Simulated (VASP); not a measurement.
# PbS in VASP: further runs

PbS is run at these levels: r2SCAN, PBE; tasks: single point.

Everything below comes from runs of VASP 6.6.1. Logs are shortened: lines on timing, memory, paths and dates and some standing lists are left out, and cuts for length are marked.

## Step 1: The cell of the first run

The structure is tetragonal, space group I4/mmm (No. 139). The conventional cell has a = 4.098 Å, b = 4.098 Å, c = 6.020 Å, α = 90.00°, β = 90.00°, γ = 90.00°. Pb (site symmetry 4/mmm) has 6 S at 2.90 to 3.01 Å within 3.8 Å. Within 3.8 Å of S (site symmetry 4/mmm) lie 6 Pb at 2.90 to 3.01 Å.

## Step 2: Single point, r2SCAN, non-collinear spin, zero start, spin-orbit coupling (epitaxial xy strain -3.0%)

File POSCAR:

```
PbS
1.0
    0.0000000000      2.8976156959      3.0101436214
    2.8976156959      0.0000000000      3.0101436214
    2.8976156959      2.8976156959      0.0000000000
Pb S
1 1
Direct
    0.0000000000      0.0000000000      0.0000000000
    0.5000000000      0.5000000000      0.5000000000
```

File INCAR.step1:

```
PREC = Accurate
ENCUT = 520
ISMEAR = -1
SIGMA = 0.02
LREAL = False
LASPH = True
NELM = 150
MAGMOM = 0 0 0 0 0 0
LSORBIT = True
GGA_COMPAT = False
NBANDS = 32
GGA = PE
ALGO = Normal
EDIFF = 1E-4
LWAVE = True
LCHARG = False
```

File INCAR.step2:

```
PREC = Accurate
ENCUT = 520
EDIFF = 1E-7
ISMEAR = -1
SIGMA = 0.02
LREAL = False
LASPH = True
NELM = 150
ALGO = Normal
ISIF = 2
LWAVE = False
LCHARG = True
MAGMOM = 0 0 0 0 0 0
LORBIT = 11
LSORBIT = True
GGA_COMPAT = False
LORBMOM = True
METAGGA = R2SCAN
LMIXTAU = True
LVHAR = True
NBANDS = 32
ISTART = 1
```

File KPOINTS:

```
regular mesh
0
Gamma
  8 8 8
```

Potentials or basis: VASP PAW PBE potentials, release 64 (Pb_d, S).

On the command line:

```console
$ cat potpaw_PBE.64/Pb_d/POTCAR potpaw_PBE.64/S/POTCAR > POTCAR
$ cp INCAR.step1 INCAR
$ mpirun -np 1 vasp_ncl > vasp.out
$ cp INCAR.step2 INCAR
$ mpirun -np 1 vasp_ncl > vasp.out
```

OUTCAR:

```text
PREC = Accurate
   ENCUT = 520
   EDIFF = 1E-7
   ISMEAR = -1
   LREAL = False
   LASPH = True
   NELM = 150
   ISIF = 2
   LORBIT = 11
   LSORBIT = True
   METAGGA = R2SCAN
   ISTART = 1

 ion  position               nearest neighbor table
   1  0.000  0.000  0.000-   2 2.90   2 2.90   2 2.90   2 2.90   2 3.01   2 3.01
   2  0.500  0.500  0.500-   1 2.90   1 2.90   1 2.90   1 2.90   1 3.01   1 3.01

  LATTYP: Found a body centered tetragonal cell.
 ALAT       =     4.0978474157
 C/A-ratio  =     1.4691340677

  Lattice vectors:

 A1 = (  -2.8976156959,   0.0000000000,   3.0101436214)
 A2 = (   2.8976156959,   0.0000000000,   3.0101436214)
 A3 = (   0.0000000000,   2.8976156959,  -3.0101436214)

Analysis of symmetry for initial positions (statically):
=====================================================================
 Subroutine PRICEL returns:
 Original cell was already a primitive cell.

 Routine SETGRP: Setting up the symmetry group for a
 body centered tetragonal supercell.

 Subroutine GETGRP returns: Found 16 space group operations
 (whereof 16 operations were pure point group operations)
 out of a pool of 16 trial point group operations.

The static configuration has the point symmetry D_4h.

Analysis of symmetry for dynamics (positions and initial velocities):
=====================================================================
 Subroutine PRICEL returns:
 Original cell was already a primitive cell.

 Routine SETGRP: Setting up the symmetry group for a
 body centered tetragonal supercell.

 Subroutine GETGRP returns: Found 16 space group operations
 (whereof 16 operations were pure point group operations)
 out of a pool of 16 trial point group operations.

The dynamic configuration has the point symmetry D_4h.

Analysis of structural, dynamic, and magnetic symmetry:
=====================================================================
 Subroutine PRICEL returns:
 Original cell was already a primitive cell.

 Routine SETGRP: Setting up the symmetry group for a
 body centered tetragonal supercell.

 Subroutine GETGRP returns: Found 16 space group operations
 (whereof 16 operations were pure point group operations)
 out of a pool of 16 trial point group operations.

The overall configuration has the point symmetry D_4h.

 Subroutine INISYM returns: Found 16 space group operations
 (whereof 16 operations are pure point group operations),
 and found     1 'primitive' translations

----------------------------------------------------------------------------------------

                                     Primitive cell

  volume of cell :      50.5474

  direct lattice vectors                    reciprocal lattice vectors
     0.000000000  2.897615696  3.010143621    -0.172555664  0.172555664  0.166105031
     2.897615696  0.000000000  3.010143621     0.172555664 -0.172555664  0.166105031
     2.897615696  2.897615696  0.000000000     0.172555664  0.172555664 -0.166105031

  length of vectors
     4.178174403  4.178174403  4.097847416     0.295197892  0.295197892  0.295197892

  position of ions in fractional coordinates (direct lattice)
     0.000000000  0.000000000  0.000000000
     0.500000000  0.500000000  0.500000000

  ion indices of the primitive-cell ions
   primitive index   ion index
                 1           1
                 2           2

----------------------------------------------------------------------------------------

 KPOINTS: regular mesh

Automatic generation of k-mesh.
 Grid dimensions read from file:
 generate k-points for:    8    8    8

 Generating k-lattice:

  Cartesian coordinates                     Fractional coordinates (reciprocal lattice)
    -0.021569458  0.021569458  0.020763129     0.125000000  0.000000000  0.000000000
     0.021569458 -0.021569458  0.020763129     0.000000000  0.125000000  0.000000000
     0.021569458  0.021569458 -0.020763129     0.000000000  0.000000000  0.125000000

  Length of vectors
     0.036899737  0.036899737  0.036899737

  Shift w.r.t. Gamma in fractional coordinates (k-lattice)
     0.000000000  0.000000000  0.000000000

 Subroutine IBZKPT returns following result:
[... 91 lines left out ...]
  ext. energy  EPLUGINS =         0.00000000
  ---------------------------------------------------
  free energy    TOTEN  =       -65.92085946 eV

  energy without entropy =      -65.92062925  energy(sigma->0) =      -65.92074435

 E-fermi :   6.2356     XC(G=0): -10.4170

 val. band max:        6.1958770833   @ k =   0.5000   0.0000   0.0000
 cond. band min:       6.2753082664   @ k =   0.5000   0.0000   0.0000
 fundamental gap:      0.0794311831
 Fermi energy:         6.2355926750

 k-point     1 :       0.0000    0.0000    0.0000
  band No.  band energies     occupation
      1     -12.8701      1.00000
      2     -12.8701      1.00000
      3     -12.8545      1.00000
      4     -12.8545      1.00000
      5     -10.3110      1.00000
      6     -10.3110      1.00000
[... 829 lines left out ...]
     31      16.3825      0.00000
     32      16.3825      0.00000

 [... further k-points ...]

------------------------ aborting loop because EDIFF is reached ----------------------------------------

  FORCE on cell =-STRESS in cart. coord.  units (eV):
  Direction    XX          YY          ZZ          XY          YZ          ZX
  --------------------------------------------------------------------------------------
  -------------------------------------------------------------------------------------
  Total        1.6200946      1.6200946     -0.0648791      0.0000000      0.0000000      0.0000000
  in kB       51.3513866     51.3513866     -2.0564432      0.0000000      0.0000000      0.0000000
  external PRESSURE =      33.5487767 kB  Pullay stress =       0.0000000 kB

 VOLUME and BASIS-vectors are now :
 -----------------------------------------------------------------------------
  energy-cutoff  :      520.00
  volume of cell :       50.55
      direct lattice vectors                 reciprocal lattice vectors
     0.000000000  2.897615696  3.010143621    -0.172555664  0.172555664  0.166105031
     2.897615696  0.000000000  3.010143621     0.172555664 -0.172555664  0.166105031
     2.897615696  2.897615696  0.000000000     0.172555664  0.172555664 -0.166105031

 POSITION                                       TOTAL-FORCE (eV/Angst)
 -----------------------------------------------------------------------------------
      0.00000      0.00000      0.00000         0.000000     -0.000000      0.000000
      2.89762      2.89762      3.01014        -0.000000      0.000000     -0.000000
 -----------------------------------------------------------------------------------
    total drift:                                0.000000     -0.000000     -0.000000

  FREE ENERGIE OF THE ION-ELECTRON SYSTEM (eV)
  ---------------------------------------------------
  free  energy   TOTEN  =       -65.9208594557 eV

  energy  without entropy=      -65.9206292523  energy(sigma->0) =      -65.92074435

 orbital moment (x)

 # of ion     p       d       tot
 ----------------------------------------
  1         0.000  -0.000  -0.000
  2         0.000   0.000   0.000
 ----------------------------------------
            0.000  -0.000  -0.000

 orbital moment (y)

 # of ion     p       d       tot
 ----------------------------------------
  1         0.000  -0.000  -0.000
  2         0.000   0.000   0.000
 ----------------------------------------
            0.000  -0.000  -0.000

 orbital moment (z)

 # of ion     p       d       tot
 ----------------------------------------
  1         0.000   0.000   0.000
  2         0.000   0.000   0.000
 ----------------------------------------
            0.000   0.000   0.000

 Spin-Orbit-Coupling matrix elements

 Ion:    1  E_soc:     -0.7500645
 l=   1
     0.0000000    -0.0595487    -0.0619477
    -0.0595487     0.0000000    -0.0595487
    -0.0619477    -0.0595487     0.0000000
 l=   2
     0.0000000    -0.0130514     0.0000000    -0.0130514    -0.0515890
    -0.0130514     0.0000000    -0.0387310    -0.0130474    -0.0128931
     0.0000000    -0.0387310     0.0000000    -0.0387310     0.0000000
    -0.0130514    -0.0130474    -0.0387310     0.0000000    -0.0128931
    -0.0515890    -0.0128931     0.0000000    -0.0128931     0.0000000
 l=   3
     0.0000000     0.0000000     0.0000000     0.0000000     0.0000000     0.0000000     0.0000000
     0.0000000     0.0000000     0.0000000     0.0000000     0.0000000     0.0000000     0.0000000
     0.0000000     0.0000000     0.0000000     0.0000000     0.0000000     0.0000000     0.0000000
     0.0000000     0.0000000     0.0000000     0.0000000     0.0000000     0.0000000     0.0000000
     0.0000000     0.0000000     0.0000000     0.0000000     0.0000000     0.0000000     0.0000000
     0.0000000     0.0000000     0.0000000     0.0000000     0.0000000     0.0000000     0.0000000
     0.0000000     0.0000000     0.0000000     0.0000000     0.0000000     0.0000000     0.0000000

 Ion:    2  E_soc:     -0.0037440
 l=   1
     0.0000000    -0.0006183    -0.0006354
    -0.0006183     0.0000000    -0.0006183
    -0.0006354    -0.0006183     0.0000000
 l=   2
     0.0000000     0.0000000     0.0000000     0.0000000     0.0000000
     0.0000000     0.0000000     0.0000000     0.0000000     0.0000000
     0.0000000     0.0000000     0.0000000     0.0000000     0.0000000
     0.0000000     0.0000000     0.0000000     0.0000000     0.0000000
     0.0000000     0.0000000     0.0000000     0.0000000     0.0000000
 l=   3
     0.0000000     0.0000000     0.0000000     0.0000000     0.0000000     0.0000000     0.0000000
     0.0000000     0.0000000     0.0000000     0.0000000     0.0000000     0.0000000     0.0000000
     0.0000000     0.0000000     0.0000000     0.0000000     0.0000000     0.0000000     0.0000000
     0.0000000     0.0000000     0.0000000     0.0000000     0.0000000     0.0000000     0.0000000
     0.0000000     0.0000000     0.0000000     0.0000000     0.0000000     0.0000000     0.0000000
     0.0000000     0.0000000     0.0000000     0.0000000     0.0000000     0.0000000     0.0000000
     0.0000000     0.0000000     0.0000000     0.0000000     0.0000000     0.0000000     0.0000000

 total charge

# of ion       s       p       d       tot
------------------------------------------
    1        1.479   0.528   9.846  11.852
    2        1.341   2.369   0.000   3.710
--------------------------------------------------
tot          2.820   2.897   9.846  15.563

 magnetization (x)

# of ion       s       p       d       tot
------------------------------------------
    1       -0.000   0.000   0.000  -0.000
    2       -0.000   0.000   0.000   0.000
--------------------------------------------------
tot         -0.000   0.000   0.000  -0.000

 magnetization (y)

# of ion       s       p       d       tot
------------------------------------------
    1        0.000  -0.000   0.000   0.000
    2        0.000  -0.000   0.000   0.000
--------------------------------------------------
tot          0.000  -0.000   0.000   0.000

 magnetization (z)

# of ion       s       p       d       tot
------------------------------------------
    1       -0.000  -0.000  -0.000  -0.000
    2        0.000   0.000   0.000   0.000
--------------------------------------------------
tot         -0.000  -0.000  -0.000  -0.000
```

Wall time 7.1 min (1 thread of Intel Xeon 6975P-C (Granite Rapids), shared host); peak memory 0.43 GiB.

What came out:

| Item | Value |
| --- | --- |
| Free energy | -65.9209 eV |
| Pressure | 3.4 GPa |
| Net moment | 0.00 μB per cell |
| Valence electrons inside the program's atomic spheres | Pb 11.85; S 3.71 |

Moments on the atoms (μB; x, y, z):
```
Pb  0.00 0.00 0.00
S   0.00 0.00 0.00
```

Caveat: the cell differs from its parent crystal (epitaxial xy strain -3.0%); the cell stands under pressure; the PAW data sets were made with another functional, which shifts forces and pressure a little.

## Step 3: Single point, PBE

This run uses another cell than the first one, of 26.66 Å³/atom.

File INCAR:

```
  ALGO = Normal
  EDIFF = 1E-7
  ENCUT = 520
  GGA = PE
  ISIF = 2
  ISMEAR = 0
  LASPH = True
  LCHARG = False
  LREAL = False
  LWAVE = False
  NBANDS = 17
  NELM = 60
  PREC = Accurate
  SIGMA = 0.01
```

File KPOINTS:

```
k-points
0
Gamma
  4 4 4
```

File POSCAR:

```
PbS
1.0
    0.0000000000      2.9872326762      2.9872326762
    2.9872326762      0.0000000000      2.9872326762
    2.9872326762      2.9872326762      0.0000000000
Pb S
1 1
Direct
    0.0000000000      0.0000000000      0.0000000000
    0.5000000000      0.5000000000      0.5000000000
```

Potentials or basis: VASP PAW PBE potentials, release 64 (Pb_d, S).

On the command line:

```console
$ cat potpaw_PBE.64/Pb_d/POTCAR potpaw_PBE.64/S/POTCAR > POTCAR
$ mpirun -np 1 vasp_std > vasp.out
```

It took 8.1 s on 1 thread of Intel Xeon 6975P-C (Granite Rapids), shared host; peak memory 0.17 GiB.

The run converged. Its results:

- Free energy: -8.7539 eV
- Pressure: 1.0 GPa
- Band gap on the k mesh: 0.44 eV

Levels at points of the mesh, in eV from the valence-band top:
```
           k point  band 6  band 7  band 8  band 9  band 10  band 11  band 12  band 13  band 14  band 15
(0.00, 0.00, 0.00)  -13.38   -6.05   -2.04   -2.04    -2.04     5.17     5.17     5.17     6.81     6.81
(0.50, 0.00, 0.00)  -12.19   -8.70   -1.67   -1.67     0.00     0.44     2.03     2.03     8.65    10.18
(0.50, 0.50, 0.00)  -11.80   -7.15   -4.99   -3.28    -3.28     3.98     5.53     5.62     5.62    11.18
```

Caveat: the k points lie up to 0.46 Å⁻¹ apart; spin-orbit coupling is left out, which moves the levels of the heavy elements.

(Part 1 of 2 ends here.)
